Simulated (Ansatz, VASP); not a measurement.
One calculation of BaF2, two programs

```
CELL_PARAMETERS angstrom
0.00000 3.15811 3.15811
3.15811 0.00000 3.15811
3.15811 3.15811 0.00000
ATOMIC_POSITIONS crystal
Ba 0.00000 0.00000 0.00000
F 0.25000 0.25000 0.25000
F 0.75000 0.75000 0.75000
```

Alike in both runs: task single point; functional r2SCAN; k mesh 6 × 6 × 6; occupations gaussian, width 0.02 eV; no spin polarisation.

```csv
,VASP,Ansatz
version,VASP 6.6.1,Ansatz 0.2.0
potentials or method,"VASP PAW PBE potentials, release 64 (Ba_sv, F), cutoff 660 eV","scalar-relativistic, plane waves, PAW"
valence electrons in the cell,24,24
```

|  | VASP | Ansatz | Ansatz less VASP |
| --- | --- | --- | --- |
| gap on the k mesh at the Fermi level (eV) | 7.11 | 7.18 | +0.070 |
| least direct gap on the mesh (eV) | 7.16 | 7.24 | +0.078 |
| pressure (GPa) | -2.4 | -3.1 | -0.66 |

VASP's potentials were made for PBE, not for r2SCAN.

Neither program's run includes spin-orbit coupling.
